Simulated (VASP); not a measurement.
# C in VASP: notebook

The runs below take C through single point, with PBEsol.

Everything below comes from runs of VASP 6.6.1. Logs are shortened: lines on timing, memory, paths and dates and some standing lists are left out, and cuts for length are marked.

### 1 The cell of the first run

The cell holds a slab with vacuum, 2 atoms: a = 2.456 Å, b = 2.319 Å, c = 8.524 Å, α = 90.00°, β = 90.00°, γ = 121.97°.

### 2 Single point, PBEsol (strain -0.0750 x Voigt [0, 1, 0, 0, 0, 0])

Contents of INCAR:

```
SYSTEM = C
PREC = Accurate
ENCUT = 520
EDIFF = 1E-6
ISMEAR = 0
SIGMA = 0.15
LREAL = .False.
LASPH = .True.
NELM = 60
ALGO = Normal
ISIF = 2
LWAVE = .False.
LCHARG = .False.
GGA = PS
NBANDS = 11
```

Contents of KPOINTS:

```
regular mesh
0
Gamma
  24 24 6
  0 0 0
```

Contents of POSCAR:

```
C
1.0
    2.4561701622      0.0000000000      0.0000000000
   -1.2280850811      1.9675728248      0.0000000000
    0.0000000000      0.0000000000      8.5238033600
C
2
Direct
    0.3333333333      0.6666666667      0.0000000000
    0.6666666667      0.3333333333      0.0000000000
```

Potentials or basis: VASP PAW PBE potentials, release 64 (C).

The run is started by

```bash
cat potpaw_PBE.64/C/POTCAR > POTCAR
mpirun -np 1 vasp_std > vasp.out
```

OUTCAR:

```text
SYSTEM = C
   PREC = Accurate
   ENCUT = 520
   EDIFF = 1E-6
   ISMEAR = 0
   LREAL = .False.
   LASPH = .True.
   NELM = 60
   ISIF = 2
   GGA = PS

 ion  position               nearest neighbor table
   1  0.333  0.667  0.000-   2 1.31   2 1.39   2 1.39
   2  0.667  0.333  0.000-   1 1.31   1 1.39   1 1.39

  Warning from LATTYP: Monoclinic adjustment (A1->A3, A2->A1, A3->A2)!
  LATTYP: Found a base centered orthorhombic cell.
 ALAT       =     2.4561701622
 B/A-ratio  =     1.6021469970
 C/A-ratio  =     3.4703635323

  Lattice vectors:

 A1 = (   1.2280850811,  -1.9675728248,   0.0000000000)
 A2 = (   1.2280850811,   1.9675728248,   0.0000000000)
 A3 = (   0.0000000000,   0.0000000000,   8.5238033600)

Analysis of symmetry for initial positions (statically):
=====================================================================
 Subroutine PRICEL returns:
 Original cell was already a primitive cell.

 Routine SETGRP: Setting up the symmetry group for a
 base centered orthorhombic supercell.

 Subroutine GETGRP returns: Found  8 space group operations
 (whereof  8 operations were pure point group operations)
 out of a pool of  8 trial point group operations.

The static configuration has the point symmetry D_2h.

Analysis of symmetry for dynamics (positions and initial velocities):
=====================================================================
 Subroutine PRICEL returns:
 Original cell was already a primitive cell.

 Routine SETGRP: Setting up the symmetry group for a
 base centered orthorhombic supercell.

 Subroutine GETGRP returns: Found  8 space group operations
 (whereof  8 operations were pure point group operations)
 out of a pool of  8 trial point group operations.

The dynamic configuration has the point symmetry D_2h.

 Subroutine INISYM returns: Found  8 space group operations
 (whereof  8 operations are pure point group operations),
 and found     1 'primitive' translations

----------------------------------------------------------------------------------------

                                     Primitive cell

  volume of cell :      41.1929

  direct lattice vectors                    reciprocal lattice vectors
     2.456170162  0.000000000  0.000000000     0.407137916  0.254120200  0.000000000
    -1.228085081  1.967572825  0.000000000     0.000000000  0.508240400  0.000000000
     0.000000000  0.000000000  8.523803360     0.000000000  0.000000000  0.117318521

  length of vectors
     2.456170162  2.319382631  8.523803360     0.479935786  0.508240400  0.117318521

  position of ions in fractional coordinates (direct lattice)
     0.333333333  0.666666667  0.000000000
     0.666666667  0.333333333  0.000000000

  ion indices of the primitive-cell ions
   primitive index   ion index
                 1           1
                 2           2

----------------------------------------------------------------------------------------

 KPOINTS: regular mesh

Automatic generation of k-mesh.
 Grid dimensions read from file:
 generate k-points for:   24   24    6

 Generating k-lattice:

  Cartesian coordinates                     Fractional coordinates (reciprocal lattice)
     0.016964080  0.010588342  0.000000000     0.041666667 -0.000000000  0.000000000
     0.000000000  0.021176683  0.000000000     0.000000000  0.041666667  0.000000000
     0.000000000  0.000000000  0.019553087     0.000000000  0.000000000  0.166666667

  Length of vectors
     0.019997324  0.021176683  0.019553087

  Shift w.r.t. Gamma in fractional coordinates (k-lattice)
     0.000000000  0.000000000  0.000000000

 Subroutine IBZKPT returns following result:
 ===========================================

 Found    628 irreducible k-points:

 Following reciprocal coordinates:
            Coordinates               Weight
  0.000000  0.000000  0.000000      1.000000
  0.041667  0.000000  0.000000      4.000000
  0.083333  0.000000  0.000000      4.000000
  0.125000  0.000000  0.000000      4.000000
  0.166667  0.000000  0.000000      4.000000
  0.208333  0.000000  0.000000      4.000000
[... 16 lines left out ...]
  0.375000  0.041667  0.000000      4.000000
  0.416667  0.041667  0.000000      4.000000
 [... further k-points ...]
   k-points           NKPTS =    628   k-points in BZ     NKDIM =    628   number of bands    NBANDS=     11
   number of dos      NEDOS =    301   number of ions     NIONS =      2
   total plane-waves  NPLWV =  20736
   dimension x,y,z NGX =    18 NGY =   18 NGZ =   64
   dimension x,y,z NGXF=    36 NGYF=   36 NGZF=  128
   ions per type =               2
   NGX,Y,Z   is equivalent  to a cutoff of  12.18, 12.90, 12.48 a.u.
   NGXF,Y,Z  is equivalent  to a cutoff of  24.37, 25.80, 24.96 a.u.
 SYSTEM =  C
   PREC   = accura    normal or accurate (medium, high low for compatibility)
   ISTART =      0    job   : 0-new  1-cont  2-samecut
   ICHARG =      2    charge: 1-file 2-atom 10-const
   ISPIN  =      1    spin polarized calculation?
   LNONCOLLINEAR =      F non collinear calculations
   LSORBIT =      F    spin-orbit coupling
   LASPH  =      T    aspherical Exc in radial PAW
   ENCUT  =  520.0 eV  38.22 Ry    6.18 a.u.   4.57  4.31 15.85*2*pi/ulx,y,z
   NELM   =     60;   NELMIN=  2; NELMDL= -5     # of ELM steps
   EDIFF  = 0.1E-05   stopping-criterion for ELM
   LREAL  =      F    real-space projection
   EDIFFG = 0.1E-04   stopping-criterion for IOM
   NSW    =      0    number of steps for IOM
   IBRION =     -1    ionic relax: 0-MD 1-quasi-New 2-CG
   NFREE  =      0    steps in history (QN), initial steepest desc. (CG)
   ISIF   =      2    stress and relaxation
   ISYM   =      2    0-nonsym 1-usesym 2-fastsym
   POTIM  = 0.5000    time-step for ionic-motion
   TEBEG  =    0.0;   TEEND  =   0.0 temperature during run
   PSTRESS=    0.0 pullay stress
   NELECT =       8.0000    total number of electrons
   NUPDOWN=      -1.0000    fix difference up-down
   EMIN   =  10.00;   EMAX   =-10.00  energy-range for DOS
   EFERMI =   0.00;   METHOD = LEGACY
   ISMEAR =     0;   SIGMA  =   0.15  broadening in eV -4-tet -1-fermi 0-gaus
   EFERMI_NEDOS =   21; number of points for ismear=-14 and -15
   IALGO  =     38    algorithm
   IMIX   =      4    mixing-type and parameters
     AMIX     =   0.40;   BMIX     =  1.00
     AMIX_MAG =   1.60;   BMIX_MAG =  1.00
  volume/ion in A,a.u.               =      20.60       138.99
  Fermi-wavevector in a.u.,A,eV,Ry     =   0.948049  1.791552 12.228864  0.898796
  Thomas-Fermi vector in A             =   2.076200
   LORBIT       =      0    0 simple, 1 ext, 2 COOP (PROOUT), +10 PAW based schemes
   GGA     = PS    functional components
   LHFCALC =     F    Hartree Fock is set to
   AEXX    =    0.0000 exact exchange contribution
   IVDW    =     0    specifies the selected vdW correction
   LEPSILON=     F    determine dielectric tensor
   LRPA    =     F    only Hartree local field effects (RPA)
 non-spin polarized calculation
 Gauss-broadening in eV      SIGMA  =   0.15
  energy-cutoff  :      520.00
  volume of cell :       41.19
 maximum number of plane-waves:      1149
   NGX =  9   NGY =  9   NGZ = 31

 number of electron       8.0000000 magnetization

 Free energy of the ion-electron system (eV)
  ---------------------------------------------------
  ext. energy  EPLUGINS =         0.00000000
  ---------------------------------------------------
  free energy    TOTEN  =       -18.86219444 eV

  energy without entropy =      -18.86219414  energy(sigma->0) =      -18.86219429

 E-fermi :  -0.1998     XC(G=0):  -5.0756

 val. band max:       -0.6318126202   @ k =   0.2917   0.3333   0.0000
 cond. band min:       0.2318002927   @ k =   0.2917   0.3333   0.5000
 fundamental gap:      0.8636129129
 Fermi energy:        -0.1997775997

 k-point     1 :       0.0000    0.0000    0.0000
  band No.  band energies     occupation
      1     -20.7909      2.00000
      2      -8.8074      2.00000
      3      -3.2697      2.00000
      4      -3.0562      2.00000
      5       2.4750      0.00000
      6       4.8441      0.00000
      7       6.3571      0.00000
      8       7.9670      0.00000
      9       9.4516      0.00000
     10      12.7916      0.00000
     11      13.0934      0.00000

 k-point     2 :       0.0417    0.0000    0.0000
  band No.  band energies     occupation
      1     -20.7483      2.00000
      2      -8.7550      2.00000
      3      -3.4346      2.00000
      4      -3.1750      2.00000
      5       2.5330      0.00000
      6       4.9017      0.00000
      7       6.4100      0.00000
      8       8.1052      0.00000
      9       9.5945      0.00000
     10      12.6123      0.00000
     11      13.1485      0.00000

 k-point     3 :       0.0833    0.0000    0.0000
  band No.  band energies     occupation
      1     -20.6208      2.00000
      2      -8.5984      2.00000
      3      -3.9656      2.00000
      4      -3.4413      2.00000
      5       2.7073      0.00000
      6       5.0743      0.00000
      7       6.5718      0.00000
      8       8.4602      0.00000
      9      10.0164      0.00000
     10      12.0971      0.00000
     11      13.3070      0.00000
[... 267 lines left out ...]
 k-point    23 :       0.3750    0.0417    0.0000
  band No.  band energies     occupation
      1     -16.9600      2.00000
      2     -12.1999      2.00000
      3      -6.2891      2.00000
      4      -4.3867      2.00000
      5       3.1269      0.00000
      6       7.8476      0.00000
      7       9.7078      0.00000
      8      10.1734      0.00000
      9      11.6501      0.00000
     10      14.2228      0.00000
     11      15.9602      0.00000

 k-point    24 :       0.4167    0.0417    0.0000
  band No.  band energies     occupation
      1     -16.1736      2.00000
      2     -13.2331      2.00000
      3      -6.4718      2.00000
      4      -3.6917      2.00000
      5       2.1408      0.00000
      6       8.9944      0.00000
      7       9.7182      0.00000
      8      11.2829      0.00000
      9      12.7208      0.00000
     10      12.9035      0.00000
     11      14.8488      0.00000

 [... further k-points ...]

------------------------ aborting loop because EDIFF is reached ----------------------------------------

  FORCE on cell =-STRESS in cart. coord.  units (eV):
  Direction    XX          YY          ZZ          XY          YZ          ZX
  --------------------------------------------------------------------------------------
  -------------------------------------------------------------------------------------
  Total        1.9462081     11.0061658     -0.0118750      0.0000000      0.0000000      0.0000000
  in kB       75.6967381    428.0790211     -0.4618705      0.0000000      0.0000000      0.0000000
  external PRESSURE =     167.7712962 kB  Pullay stress =       0.0000000 kB

 VOLUME and BASIS-vectors are now :
 -----------------------------------------------------------------------------
  energy-cutoff  :      520.00
  volume of cell :       41.19
      direct lattice vectors                 reciprocal lattice vectors
     2.456170162  0.000000000  0.000000000     0.407137916  0.254120200  0.000000000
    -1.228085081  1.967572825  0.000000000     0.000000000  0.508240400  0.000000000
     0.000000000  0.000000000  8.523803360     0.000000000  0.000000000  0.117318521

 POSITION                                       TOTAL-FORCE (eV/Angst)
 -----------------------------------------------------------------------------------
     -0.00000      1.31172      0.00000        -0.000000     -2.151803     -0.000000
      1.22809      0.65586      0.00000         0.000000      2.151803      0.000000
 -----------------------------------------------------------------------------------
    total drift:                                0.000000     -0.000000      0.000000

  FREE ENERGIE OF THE ION-ELECTRON SYSTEM (eV)
  ---------------------------------------------------
  free  energy   TOTEN  =       -18.8621944445 eV

  energy  without entropy=      -18.8621941430  energy(sigma->0) =      -18.86219429
```

Run time: 1.8 min. Hardware: 1 thread of Intel Xeon 6975P-C (Granite Rapids), shared host; peak memory 0.33 GiB.

What came out:

```yaml
Free_energy: -18.8622 eV
Largest_force: 2.152 eV/Å
Band_gap_on_the_k_mesh: 0.86 eV, direct
```

Forces on the atoms (eV/Å):
```
C    0.000 -2.152  0.000
C    0.000  2.152  0.000
```

Levels at points of the mesh, in eV from the valence-band top:
| k point | band 1 | band 2 | band 3 | band 4 | band 5 | band 6 | band 7 | band 8 |
| --- | --- | --- | --- | --- | --- | --- | --- | --- |
| (0.00, 0.00, 0.00) | -20.16 | -8.18 | -2.64 | -2.42 | 3.11 | 5.48 | 6.99 | 8.60 |
| (0.50, 0.00, 0.00) | -14.69 | -13.64 | -5.81 | -2.61 | 2.11 | 10.10 | 11.38 | 11.56 |
| (0.00, 0.50, 0.00) | -13.82 | -13.33 | -7.27 | -1.44 | 2.01 | 7.07 | 12.49 | 12.49 |
| (0.00, 0.00, 0.50) | -20.16 | -8.18 | -2.64 | -2.42 | 3.82 | 3.92 | 8.60 | 9.07 |
| (0.50, 0.00, 0.50) | -14.69 | -13.64 | -5.81 | -2.61 | 2.11 | 10.10 | 11.88 | 12.11 |
| (0.00, 0.50, 0.50) | -13.82 | -13.33 | -7.27 | -1.44 | 2.01 | 7.07 | 12.98 | 13.00 |

Caveat: the cell differs from its parent crystal (strain -0.0750 x Voigt [0, 1, 0, 0, 0, 0]); the PAW data sets were made with another functional, which shifts forces and pressure a little.

### 3 Single point, PBEsol (strain -0.0500 x Voigt [0, 1, 0, 0, 0, 0])

Contents of INCAR:

```
ALGO = Normal ; EDIFF = 1E-7
ENCUT = 520 ; GGA = PS
ISIF = 2 ; ISMEAR = 0
LASPH = T ; LCHARG = F
LREAL = F ; LWAVE = F
NBANDS = 11 ; NELM = 80
PREC = Accurate ; SIGMA = 0.15
```

Contents of KPOINTS:

```
k-points
0
Gamma
  24 24 6
```

Contents of POSCAR:

```
C
1.0
    2.4561701622      0.0000000000      0.0000000000
   -1.2280850811      2.0207504687      0.0000000000
    0.0000000000      0.0000000000      8.5238033600
C
2
Direct
    0.3333333333      0.6666666667      0.0000000000
    0.6666666667      0.3333333333      0.0000000000
```

Potentials or basis: VASP PAW PBE potentials, release 64 (C).

The run is started by

```bash
cat potpaw_PBE.64/C/POTCAR > POTCAR
mpirun -np 1 vasp_std > vasp.out
```

It took 2.1 min on 1 thread of Intel Xeon 6975P-C (Granite Rapids), shared host; peak memory 0.33 GiB.

The run converged. Its results:

| Property | Result |
| --- | --- |
| Free energy | -19.1018 eV |
| Largest force | 1.131 eV/Å |
| Band gap on the k mesh | 0.73 eV, direct |

Forces on the atoms (eV/Å):
```
C    0.000 -1.131  0.000
C    0.000  1.131  0.000
```

Levels at points of the mesh, in eV from the valence-band top:
| k point | band 2 | band 3 | band 4 | band 5 | band 6 | band 7 |
| --- | --- | --- | --- | --- | --- | --- |
| (0.00, 0.00, 0.00) | -7.91 | -2.68 | -2.51 | 3.22 | 5.58 | 7.12 |
| (0.50, 0.00, 0.00) | -13.42 | -5.95 | -2.42 | 2.06 | 9.27 | 11.38 |
| (0.00, 0.50, 0.00) | -13.55 | -6.87 | -1.68 | 1.99 | 7.31 | 12.08 |
| (0.00, 0.00, 0.50) | -7.91 | -2.68 | -2.51 | 3.93 | 4.03 | 8.62 |
| (0.50, 0.00, 0.50) | -13.42 | -5.95 | -2.42 | 2.06 | 9.27 | 11.87 |
| (0.00, 0.50, 0.50) | -13.55 | -6.87 | -1.68 | 1.99 | 7.31 | 12.59 |

Caveat: the cell differs from its parent crystal (strain -0.0500 x Voigt [0, 1, 0, 0, 0, 0]); the PAW data sets were made with another functional, which shifts forces and pressure a little.

(Part 1 of 2 ends here.)
